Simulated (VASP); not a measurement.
# Ge (Pm-3m) in VASP: a series of runs, part 2 of 2

VASP 6.6.1. The steps go on from the part before.

### Step 6. Relaxation of cell and atoms, PBE+D4

This run uses another cell than the first one, of 19.91 Å³/atom, 1.047 times its volume.

INCAR

```
  ALGO = Normal
  EDIFF = 1E-6
  EDIFFG = -0.01
  ENCUT = 600
  GGA = PE
  IBRION = 2
  ISIF = 3
  ISMEAR = -1
  IVDW = 13
  LASPH = True
  LCHARG = False
  LREAL = False
  LWAVE = False
  NELM = 60
  NSW = 60
  PREC = Accurate
  SIGMA = 0.05
```

KPOINTS

```
k-points
0
Gamma
  10 10 10
```

POSCAR

```
Ge
1.0
    2.7104700000      0.0000000000      0.0000000000
    0.0000000000      2.7104700000      0.0000000000
    0.0000000000      0.0000000000      2.7104700000
Ge
1
Direct
    0.0000000000      0.0000000000      0.0000000000
```

Potentials or basis: VASP PAW PBE potentials, release 64 (Ge_d).

Run with:

```
$ cat potpaw_PBE.64/Ge_d/POTCAR > POTCAR
$ mpirun -np 1 vasp_std > vasp.out
```

OUTCAR:

```text
EDIFF = 1E-6
   EDIFFG = -0.01
   ENCUT = 600
   GGA = PE
   IBRION = 2
   ISIF = 3
   ISMEAR = -1
   IVDW = 13
   LASPH = True
   LREAL = False
   NELM = 60
   NSW = 60
   PREC = Accurate

 ion  position               nearest neighbor table
   1  0.000  0.000  0.000-

  LATTYP: Found a simple cubic cell.
 ALAT       =     2.7104700000

  Lattice vectors:

 A1 = (   2.7104700000,   0.0000000000,   0.0000000000)
 A2 = (   0.0000000000,   2.7104700000,   0.0000000000)
 A3 = (   0.0000000000,   0.0000000000,   2.7104700000)

Analysis of symmetry for initial positions (statically):
=====================================================================
 Subroutine PRICEL returns:
 Original cell was already a primitive cell.

 Routine SETGRP: Setting up the symmetry group for a
 simple cubic supercell.

 Subroutine GETGRP returns: Found 48 space group operations
 (whereof 48 operations were pure point group operations)
 out of a pool of 48 trial point group operations.

The static configuration has the point symmetry O_h .

Analysis of symmetry for dynamics (positions and initial velocities):
=====================================================================
 Subroutine PRICEL returns:
 Original cell was already a primitive cell.

 Routine SETGRP: Setting up the symmetry group for a
 simple cubic supercell.

 Subroutine GETGRP returns: Found 48 space group operations
 (whereof 48 operations were pure point group operations)
 out of a pool of 48 trial point group operations.

The dynamic configuration has the point symmetry O_h .

 Subroutine INISYM returns: Found 48 space group operations
 (whereof 48 operations are pure point group operations),
 and found     1 'primitive' translations

----------------------------------------------------------------------------------------

                                     Primitive cell

  volume of cell :      19.9129

  direct lattice vectors                    reciprocal lattice vectors
     2.710470000  0.000000000  0.000000000     0.368939704  0.000000000  0.000000000
     0.000000000  2.710470000  0.000000000     0.000000000  0.368939704  0.000000000
     0.000000000  0.000000000  2.710470000     0.000000000  0.000000000  0.368939704

  length of vectors
     2.710470000  2.710470000  2.710470000     0.368939704  0.368939704  0.368939704

  position of ions in fractional coordinates (direct lattice)
     0.000000000  0.000000000  0.000000000

  ion indices of the primitive-cell ions
   primitive index   ion index
                 1           1

----------------------------------------------------------------------------------------

 KPOINTS: k-points

Automatic generation of k-mesh.
 Grid dimensions read from file:
 generate k-points for:   10   10   10

 Generating k-lattice:

  Cartesian coordinates                     Fractional coordinates (reciprocal lattice)
     0.036893970  0.000000000  0.000000000     0.100000000  0.000000000  0.000000000
     0.000000000  0.036893970  0.000000000     0.000000000  0.100000000  0.000000000
     0.000000000  0.000000000  0.036893970     0.000000000  0.000000000  0.100000000

  Length of vectors
     0.036893970  0.036893970  0.036893970

  Shift w.r.t. Gamma in fractional coordinates (k-lattice)
     0.000000000  0.000000000  0.000000000

 Subroutine IBZKPT returns following result:
 ===========================================

 Found     56 irreducible k-points:

 Following reciprocal coordinates:
            Coordinates               Weight
  0.000000  0.000000  0.000000      1.000000
  0.100000  0.000000  0.000000      6.000000
  0.200000  0.000000  0.000000      6.000000
  0.300000  0.000000  0.000000      6.000000
  0.400000  0.000000  0.000000      6.000000
  0.500000  0.000000  0.000000      3.000000
[... 16 lines left out ...]
  0.200000  0.100000  0.100000     24.000000
  0.300000  0.100000  0.100000     24.000000
 [... further k-points ...]
   k-points           NKPTS =     56   k-points in BZ     NKDIM =     56   number of bands    NBANDS=     11
   number of dos      NEDOS =    301   number of ions     NIONS =      1
   total plane-waves  NPLWV =  13824
   dimension x,y,z NGX =    24 NGY =   24 NGZ =   24
   dimension x,y,z NGXF=    48 NGYF=   48 NGZF=   48
   ions per type =               1
   NGX,Y,Z   is equivalent  to a cutoff of  14.72, 14.72, 14.72 a.u.
   NGXF,Y,Z  is equivalent  to a cutoff of  29.44, 29.44, 29.44 a.u.
 SYSTEM =  unknown system
   PREC   = accura    normal or accurate (medium, high low for compatibility)
   ISTART =      0    job   : 0-new  1-cont  2-samecut
   ICHARG =      2    charge: 1-file 2-atom 10-const
   ISPIN  =      1    spin polarized calculation?
   LNONCOLLINEAR =      F non collinear calculations
   LSORBIT =      F    spin-orbit coupling
   LASPH  =      T    aspherical Exc in radial PAW
   ENCUT  =  600.0 eV  44.10 Ry    6.64 a.u.   5.41  5.41  5.41*2*pi/ulx,y,z
   NELM   =     60;   NELMIN=  2; NELMDL= -5     # of ELM steps
   EDIFF  = 0.1E-05   stopping-criterion for ELM
   LREAL  =      F    real-space projection
   EDIFFG = -.1E-01   stopping-criterion for IOM
   NSW    =     60    number of steps for IOM
   IBRION =      2    ionic relax: 0-MD 1-quasi-New 2-CG
   NFREE  =      1    steps in history (QN), initial steepest desc. (CG)
   ISIF   =      3    stress and relaxation
   ISYM   =      2    0-nonsym 1-usesym 2-fastsym
   POTIM  = 0.5000    time-step for ionic-motion
   TEBEG  =    0.0;   TEEND  =   0.0 temperature during run
   PSTRESS=    0.0 pullay stress
   NELECT =      14.0000    total number of electrons
   NUPDOWN=      -1.0000    fix difference up-down
   EMIN   =  10.00;   EMAX   =-10.00  energy-range for DOS
   EFERMI =   0.00;   METHOD = LEGACY
   ISMEAR =    -1;   SIGMA  =   0.05  broadening in eV -4-tet -1-fermi 0-gaus
   EFERMI_NEDOS =   21; number of points for ismear=-14 and -15
   IALGO  =     38    algorithm
   IMIX   =      4    mixing-type and parameters
     AMIX     =   0.40;   BMIX     =  1.00
     AMIX_MAG =   1.60;   BMIX_MAG =  1.00
  volume/ion in A,a.u.               =      19.91       134.38
  Fermi-wavevector in a.u.,A,eV,Ry     =   1.455703  2.750881 28.831731  2.119072
  Thomas-Fermi vector in A             =   2.572707
   LORBIT       =      0    0 simple, 1 ext, 2 COOP (PROOUT), +10 PAW based schemes
   GGA     = PE    functional components
   LHFCALC =     F    Hartree Fock is set to
   AEXX    =    0.0000 exact exchange contribution
   IVDW    =    13    specifies the selected vdW correction
   LEPSILON=     F    determine dielectric tensor
   LRPA    =     F    only Hartree local field effects (RPA)
 conjugate gradient relaxation of ions
 non-spin polarized calculation
  energy-cutoff  :      600.00
  volume of cell :       19.91
 maximum number of plane-waves:       691
 NGX is ok and might be reduce to    24
   NGX = 11   NGY = 11   NGZ = 11

--------------------------------------- Ionic step        1  -------------------------------------------

 number of electron      13.9999994 magnetization

 Free energy of the ion-electron system (eV)
  ---------------------------------------------------
  ext. energy  EPLUGINS =         0.00000000
  ---------------------------------------------------
  free energy    TOTEN  =        -4.30364024 eV

  energy without entropy =       -4.30057478  energy(sigma->0) =       -4.30210751

------------------------ aborting loop because EDIFF is reached ----------------------------------------

  DFT-D4 for vdW energy calculation

  Edisp (eV):   -0.36714
[... 108 lines left out ...]
--------------------------------------- Ionic step        4  -------------------------------------------

 number of electron      13.9999992 magnetization

 Free energy of the ion-electron system (eV)
  ---------------------------------------------------
  ext. energy  EPLUGINS =         0.00000000
  ---------------------------------------------------
  free energy    TOTEN  =        -4.29724778 eV

  energy without entropy =       -4.29497804  energy(sigma->0) =       -4.29611291

 E-fermi :   6.3814     XC(G=0): -11.1316

 val. band max:        6.3182834939   @ k =   0.3000   0.3000   0.2000
 cond. band min:       6.5262674609   @ k =   0.4000   0.4000   0.3000
 fundamental gap:      0.2079839670
 Fermi energy:         6.3814112139

 k-point     1 :       0.0000    0.0000    0.0000
  band No.  band energies     occupation
      1     -18.3250      2.00000
      2     -18.3250      2.00000
      3     -18.0484      2.00000
      4     -18.0484      2.00000
      5     -18.0484      2.00000
      6      -6.7048      2.00000
      7      13.2239      0.00000
      8      13.2239      0.00000
      9      13.2239      0.00000
     10      16.5826      0.00000
     11      16.5826      0.00000
[... 309 lines left out ...]
 k-point    24 :       0.3000    0.1000    0.1000
  band No.  band energies     occupation
      1     -18.2834      2.00000
      2     -18.1700      2.00000
      3     -18.1049      2.00000
      4     -18.1034      2.00000
      5     -18.0582      2.00000
      6      -4.5043      2.00000
      7       4.7439      2.00000
      8      12.3319      0.00000
      9      13.0847      0.00000
     10      21.1026      0.00000
     11      21.3319      0.00000

 [... further k-points ...]

------------------------ aborting loop because EDIFF is reached ----------------------------------------

  DFT-D4 for vdW energy calculation

  Edisp (eV):   -0.38284
[... 24 lines left out ...]
  FREE ENERGIE OF THE ION-ELECTRON SYSTEM (eV)
  ---------------------------------------------------
  free  energy   TOTEN  =        -4.6800898870 eV

  energy  without entropy=       -4.6778201399  energy(sigma->0) =       -4.67895501

 reached required accuracy - stopping structural energy minimisation
```

OSZICAR:

```text
N       E                     dE             d eps       ncg     rms          rms(c)
DAV:   1     0.562701541382E+02    0.56270E+02   -0.84112E+03  1255   0.380E+03
DAV:   2     0.336878956287E+00   -0.55933E+02   -0.53956E+02  1256   0.400E+02
DAV:   3    -0.423141907561E+01   -0.45683E+01   -0.44756E+01  1381   0.742E+01
[... 26 lines left out ...]
DAV:   1    -0.429751565929E+01   -0.73313E-03   -0.34185E-03  1469   0.151E+00    0.965E-02
DAV:   2    -0.429731623065E+01    0.19943E-03   -0.23337E-04  1391   0.409E-01    0.481E-02
DAV:   3    -0.429725319387E+01    0.63037E-04   -0.91434E-05  1519   0.219E-01    0.103E-02
DAV:   4    -0.429724787150E+01    0.53224E-05   -0.77611E-06  1358   0.710E-02    0.287E-03
DAV:   5    -0.429724778375E+01    0.87758E-07   -0.10504E-07   631   0.649E-03
   4 F= -.46800899E+01 E0= -.46789550E+01  d E =-.931236E-02
```

CONTCAR:

```text
Ge
   1.00000000000000
     2.6702272943780296    0.0000000000000000   -0.0000000000000000
    -0.0000000000000000    2.6702272943780296    0.0000000000000000
    -0.0000000000000000    0.0000000000000000    2.6702272943780296
  Ge
     1
Direct
     0.0000000000000000    0.0000000000000000    0.0000000000000000

  0.00000000E+00  0.00000000E+00  0.00000000E+00
```

Wall time 14 s (1 thread of Intel Xeon Platinum 8488C (Sapphire Rapids), shared host); peak memory 0.14 GiB.

Results:

* Free energy: -4.6801 eV
* Relaxed volume: 19.04 Å³/atom
* Relaxed cell: a = 2.670 Å, b = 2.670 Å, c = 2.670 Å, α = 90.00°, β = 90.00°, γ = 90.00°
* Space group after relaxing (to 0.05 Å): Pm-3m (No. 221)
* Energy gained by relaxing: 9.3 meV/atom
* Ionic steps: 4
* Pressure after relaxing: -0.1 GPa
* Band gap on the k mesh: zero (band 7 reaches 13.22 eV, above the bottom of band 8 at 3.73 eV)
* Dispersion energy per atom: -0.383 eV

The path:
| step | energy change (eV) | largest force (eV/Å) | pressure (GPa) | volume (Å³) |
| --- | --- | --- | --- | --- |
| 1 | 0.0000 | 0.0000 | -3.31 | 19.91 |
| 2 | -0.0085 | 0.0000 | 0.99 | 18.75 |
| 3 | -0.0093 | 0.0000 | 0.10 | 19.01 |
| 4 | -0.0093 | 0.0000 | -0.08 | 19.04 |

Final structure:
```xyz
1
Lattice="2.6702 0.0000 0.0000 0.0000 2.6702 0.0000 0.0000 0.0000 2.6702" Properties=species:S:1:pos:R:3 pbc="T T T"
Ge    0.0000    0.0000    0.0000
```

Caveat: pairwise dispersion overbinds metals, which lowers pressure and volume.

### Step 7. Overview

```tsv
task	level	cell	cutoff (eV)	gap on the mesh (eV)	pressure (GPa)	relaxed volume (Å³/atom)
single point	PBE+D3(BJ)	a = 2.669 Å, 1 atom	520	none	-0.1	-
single point	PBE+D4	a = 2.669 Å, 1 atom	520	none	-0.1	-
relaxation of cell and atoms	PBE	relaxed from a = 2.710 Å, 1 atom	600	none	0.0	19.80
relaxation of cell and atoms	PBE+D3(BJ)	relaxed from a = 2.710 Å, 1 atom	600	none	0.1	19.02
relaxation of cell and atoms	PBE+D4	relaxed from a = 2.710 Å, 1 atom	600	none	-0.1	19.04
```

Alike in all rows: potentials or basis VASP PAW PBE potentials, release 64 (Ge_d); no spin polarisation; k mesh 10 × 10 × 10; smearing fermi-dirac 0.05 eV.

Caveats: pairwise dispersion overbinds metals, which lowers pressure and volume (some runs).

Total energies depend on the potentials used, so only differences within one code and one set of settings carry meaning.
